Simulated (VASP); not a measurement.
# MgO (P6_3mc) in VASP: a series of runs, part 2 of 2

VASP 6.6.1.

## 3. Single point, PBEsol (c/a of the conventional cell at fixed volume 1.5194)

INCAR

```
PREC = Accurate
ENCUT = 520
EDIFF = 1E-6
ISMEAR = 0
SIGMA = 0.05
LREAL = F
LASPH = T
NELM = 80
ALGO = Normal
ISIF = 2
LWAVE = F
LCHARG = F
GGA = PS
NBANDS = 16
```

KPOINTS

```
Automatic mesh
0
Gamma
  9 9 6
```

POSCAR

```
MgO
1.0
    3.3034678116      0.0000000000      0.0000000000
   -1.6517339058      2.8608870454      0.0000000000
    0.0000000000      0.0000000000      5.0193879762
Mg O
2 2
Direct
    0.3333333333      0.6666666667      0.0390610606
    0.6666666667      0.3333333333      0.5390610606
    0.3333333333      0.6666666667      0.4009416620
    0.6666666667      0.3333333333      0.9009416620
```

Potentials or basis: VASP PAW PBE potentials, release 64 (Mg, O).

On the command line:

```console
> cat potpaw_PBE.64/Mg/POTCAR potpaw_PBE.64/O/POTCAR > POTCAR
> mpirun -np 1 vasp_std > vasp.out
```

OUTCAR:

```text
PREC = Accurate
   ENCUT = 520
   EDIFF = 1E-6
   ISMEAR = 0
   LREAL = F
   LASPH = T
   NELM = 80
   ISIF = 2
   GGA = PS

 ion  position               nearest neighbor table
   1  0.333  0.667  0.039-   3 1.82   4 2.03   4 2.03   4 2.03   2 3.15   2 3.15   2 3.15   2 3.15
                             2 3.15   2 3.15
   2  0.667  0.333  0.539-   4 1.82   3 2.03   3 2.03   3 2.03   1 3.15   1 3.15   1 3.15   1 3.15
                             1 3.15   1 3.15
   3  0.333  0.667  0.401-   1 1.82   2 2.03   2 2.03   2 2.03
   4  0.667  0.333  0.901-   2 1.82   1 2.03   1 2.03   1 2.03

  LATTYP: Found a hexagonal cell.
 ALAT       =     3.3034678116
 C/A-ratio  =     1.5194299634

  Lattice vectors:

 A1 = (   3.3034678116,   0.0000000000,   0.0000000000)
 A2 = (  -1.6517339058,   2.8608870454,   0.0000000000)
 A3 = (   0.0000000000,   0.0000000000,   5.0193879762)

Analysis of symmetry for initial positions (statically):
=====================================================================
 Subroutine PRICEL returns:
 Original cell was already a primitive cell.

 Routine SETGRP: Setting up the symmetry group for a
 hexagonal supercell.

 Subroutine GETGRP returns: Found 12 space group operations
 (whereof  6 operations were pure point group operations)
 out of a pool of 24 trial point group operations.

The static configuration has the point symmetry C_3v.
 The point group associated with its full space group is C_6v.

Analysis of symmetry for dynamics (positions and initial velocities):
=====================================================================
 Subroutine PRICEL returns:
 Original cell was already a primitive cell.

 Routine SETGRP: Setting up the symmetry group for a
 hexagonal supercell.

 Subroutine GETGRP returns: Found 12 space group operations
 (whereof  6 operations were pure point group operations)
 out of a pool of 24 trial point group operations.

The dynamic configuration has the point symmetry C_3v.
 The point group associated with its full space group is C_6v.

 Subroutine INISYM returns: Found 12 space group operations
 (whereof  6 operations are pure point group operations),
 and found     1 'primitive' translations

----------------------------------------------------------------------------------------

                                     Primitive cell

  volume of cell :      47.4375

  direct lattice vectors                    reciprocal lattice vectors
     3.303467812  0.000000000  0.000000000     0.302712197  0.174770969  0.000000000
    -1.651733906  2.860887045  0.000000000     0.000000000  0.349541937  0.000000000
     0.000000000  0.000000000  5.019387976     0.000000000  0.000000000  0.199227476

  length of vectors
     3.303467812  3.303467812  5.019387976     0.349541937  0.349541937  0.199227476

  position of ions in fractional coordinates (direct lattice)
     0.333333333  0.666666667  0.039061061
     0.666666667  0.333333333  0.539061061
     0.333333333  0.666666667  0.400941662
     0.666666667  0.333333333  0.900941662

  ion indices of the primitive-cell ions
   primitive index   ion index
                 1           1
                 2           2
                 3           3
                 4           4

----------------------------------------------------------------------------------------

 KPOINTS: Automatic mesh

Automatic generation of k-mesh.
 Grid dimensions read from file:
 generate k-points for:    9    9    6

 Generating k-lattice:

  Cartesian coordinates                     Fractional coordinates (reciprocal lattice)
     0.033634689  0.019418997  0.000000000     0.111111111 -0.000000000  0.000000000
     0.000000000  0.038837993  0.000000000     0.000000000  0.111111111  0.000000000
     0.000000000  0.000000000  0.033204579     0.000000000  0.000000000  0.166666667

  Length of vectors
     0.038837993  0.038837993  0.033204579

  Shift w.r.t. Gamma in fractional coordinates (k-lattice)
     0.000000000  0.000000000  0.000000000

 Subroutine IBZKPT returns following result:
 ===========================================

 Found     48 irreducible k-points:

 Following reciprocal coordinates:
            Coordinates               Weight
  0.000000  0.000000  0.000000      1.000000
  0.111111  0.000000  0.000000      6.000000
  0.222222  0.000000  0.000000      6.000000
  0.333333  0.000000  0.000000      6.000000
  0.444444  0.000000  0.000000      6.000000
  0.111111  0.111111  0.000000      6.000000
[... 16 lines left out ...]
  0.333333  0.222222  0.166667     24.000000
  0.333333  0.333333  0.166667      4.000000
 [... further k-points ...]
   k-points           NKPTS =     48   k-points in BZ     NKDIM =     48   number of bands    NBANDS=     16
   number of dos      NEDOS =    301   number of ions     NIONS =      4
   total plane-waves  NPLWV =  31360
   dimension x,y,z NGX =    28 NGY =   28 NGZ =   40
   dimension x,y,z NGXF=    56 NGYF=   56 NGZF=   80
   ions per type =               2   2
   NGX,Y,Z   is equivalent  to a cutoff of  14.09, 14.09, 13.25 a.u.
   NGXF,Y,Z  is equivalent  to a cutoff of  28.18, 28.18, 26.50 a.u.
 SYSTEM =  unknown system
   PREC   = accura    normal or accurate (medium, high low for compatibility)
   ISTART =      0    job   : 0-new  1-cont  2-samecut
   ICHARG =      2    charge: 1-file 2-atom 10-const
   ISPIN  =      1    spin polarized calculation?
   LNONCOLLINEAR =      F non collinear calculations
   LSORBIT =      F    spin-orbit coupling
   LASPH  =      T    aspherical Exc in radial PAW
   ENCUT  =  520.0 eV  38.22 Ry    6.18 a.u.   6.14  6.14  9.33*2*pi/ulx,y,z
   NELM   =     80;   NELMIN=  2; NELMDL= -5     # of ELM steps
   EDIFF  = 0.1E-05   stopping-criterion for ELM
   LREAL  =      F    real-space projection
   EDIFFG = 0.1E-04   stopping-criterion for IOM
   NSW    =      0    number of steps for IOM
   IBRION =     -1    ionic relax: 0-MD 1-quasi-New 2-CG
   NFREE  =      0    steps in history (QN), initial steepest desc. (CG)
   ISIF   =      2    stress and relaxation
   ISYM   =      2    0-nonsym 1-usesym 2-fastsym
   POTIM  = 0.5000    time-step for ionic-motion
   TEBEG  =    0.0;   TEEND  =   0.0 temperature during run
   PSTRESS=    0.0 pullay stress
   NELECT =      16.0000    total number of electrons
   NUPDOWN=      -1.0000    fix difference up-down
   EMIN   =  10.00;   EMAX   =-10.00  energy-range for DOS
   EFERMI =   0.00;   METHOD = LEGACY
   ISMEAR =     0;   SIGMA  =   0.05  broadening in eV -4-tet -1-fermi 0-gaus
   EFERMI_NEDOS =   21; number of points for ismear=-14 and -15
   IALGO  =     38    algorithm
   IMIX   =      4    mixing-type and parameters
     AMIX     =   0.40;   BMIX     =  1.00
     AMIX_MAG =   1.60;   BMIX_MAG =  1.00
  volume/ion in A,a.u.               =      11.86        80.03
  Fermi-wavevector in a.u.,A,eV,Ry     =   1.139570  2.153475 17.668792  1.298620
  Thomas-Fermi vector in A             =   2.276273
   LORBIT       =      0    0 simple, 1 ext, 2 COOP (PROOUT), +10 PAW based schemes
   GGA     = PS    functional components
   LHFCALC =     F    Hartree Fock is set to
   AEXX    =    0.0000 exact exchange contribution
   IVDW    =     0    specifies the selected vdW correction
   LEPSILON=     F    determine dielectric tensor
   LRPA    =     F    only Hartree local field effects (RPA)
 non-spin polarized calculation
 Gauss-broadening in eV      SIGMA  =   0.05
  energy-cutoff  :      520.00
  volume of cell :       47.44
 maximum number of plane-waves:      1296
 NGX is ok and might be reduce to    28
   NGX = 13   NGY = 13   NGZ = 19

 number of electron      15.9999997 magnetization

 Free energy of the ion-electron system (eV)
  ---------------------------------------------------
  ext. energy  EPLUGINS =         0.00000000
  ---------------------------------------------------
  free energy    TOTEN  =       -24.23759875 eV

  energy without entropy =      -24.23759875  energy(sigma->0) =      -24.23759875

 E-fermi :   0.9774     XC(G=0):  -9.9434

 val. band max:        0.7141690322   @ k =   0.0000   0.0000   0.0000
 cond. band min:       4.2942719246   @ k =   0.0000   0.0000   0.0000
 fundamental gap:      3.5801028924
 Fermi energy:         0.9773867800

 k-point     1 :       0.0000    0.0000    0.0000
  band No.  band energies     occupation
      1     -15.1999      2.00000
      2     -14.3916      2.00000
      3      -2.3213      2.00000
      4       0.3359      2.00000
      5       0.3359      2.00000
      6       0.6278      2.00000
[... 433 lines left out ...]
      3      -1.6864      2.00000
      4      -1.2546      2.00000
      5      -1.2546      2.00000
      6      -0.4536      2.00000
[... 8 lines left out ...]
     15      14.5655      0.00000
     16      17.8772      0.00000

 [... further k-points ...]
[... 5 lines left out ...]
  --------------------------------------------------------------------------------------
  -------------------------------------------------------------------------------------
  Total       -1.5018516     -1.5018516      6.1629851      0.0000000     -0.0000000      0.0000000
  in kB      -50.7242985    -50.7242985    208.1517853      0.0000000     -0.0000000      0.0000000
  external PRESSURE =      35.5677294 kB  Pullay stress =       0.0000000 kB

 VOLUME and BASIS-vectors are now :
 -----------------------------------------------------------------------------
  energy-cutoff  :      520.00
  volume of cell :       47.44
      direct lattice vectors                 reciprocal lattice vectors
     3.303467812  0.000000000  0.000000000     0.302712197  0.174770969  0.000000000
    -1.651733906  2.860887045  0.000000000     0.000000000  0.349541937  0.000000000
     0.000000000  0.000000000  5.019387976     0.000000000  0.000000000  0.199227476

 POSITION                                       TOTAL-FORCE (eV/Angst)
 -----------------------------------------------------------------------------------
     -0.00000      1.90726      0.19606        -0.000000      0.000000     -2.112481
      1.65173      0.95363      2.70576         0.000000     -0.000000     -2.112481
     -0.00000      1.90726      2.01248         0.000000     -0.000000      2.112481
      1.65173      0.95363      4.52218        -0.000000      0.000000      2.112481
 -----------------------------------------------------------------------------------
    total drift:                               -0.000000      0.000000      0.002164

  FREE ENERGIE OF THE ION-ELECTRON SYSTEM (eV)
  ---------------------------------------------------
  free  energy   TOTEN  =       -24.2375987494 eV

  energy  without entropy=      -24.2375987494  energy(sigma->0) =      -24.23759875
```

stdout:

```text
POSCAR found type information on POSCAR MgO
 POSCAR found :  2 types and       4 ions
 scaLAPACK will be used
 -----------------------------------------------------------------------------
|                                                                             |
|                                                                             |
|     You enforced a specific xc type in the INCAR file but a different       |
|     I HOPE YOU KNOW WHAT YOU ARE DOING!                                     |
|                                                                             |
 -----------------------------------------------------------------------------

 LDA part: xc-table for (Slater+PW92), standard interpolation
 POSCAR, INCAR and KPOINTS ok, starting setup
 FFT: planning ... GRIDC
 FFT: planning ... GRID_SOFT
 FFT: planning ... GRID
 WAVECAR not read
 entering main loop
```

It took 62 s on 1 thread of AMD EPYC 7R13, shared host; peak memory 0.16 GiB.

Results:

```
Free energy            : -24.2376 eV
Pressure               : 3.6 GPa
Largest force          : 2.112 eV/Å
Band gap on the k mesh : 3.58 eV, direct
```

Forces in eV/Å, atoms in the order of the input:
```
Mg   0.000  0.000 -2.112
Mg   0.000  0.000 -2.112
O    0.000  0.000  2.112
O    0.000  0.000  2.112
```

Stress tensor (GPa, compression positive):
```
-5.07  0.00  0.00
 0.00 -5.07  0.00
 0.00  0.00 20.82
```

Levels at points of the mesh, in eV from the valence-band top:
```csv
k point,band 6,band 7,band 8,band 9,band 10,band 11
"(0.00, 0.00, 0.00)",-0.09,-0.09,0.00,3.58,8.30,10.26
"(0.00, 0.00, 0.50)",-0.24,-0.24,-0.24,5.92,5.92,13.24
```

Caveat: the PAW data sets were made with another functional, which shifts forces and pressure a little. A k mesh can miss the band edges.
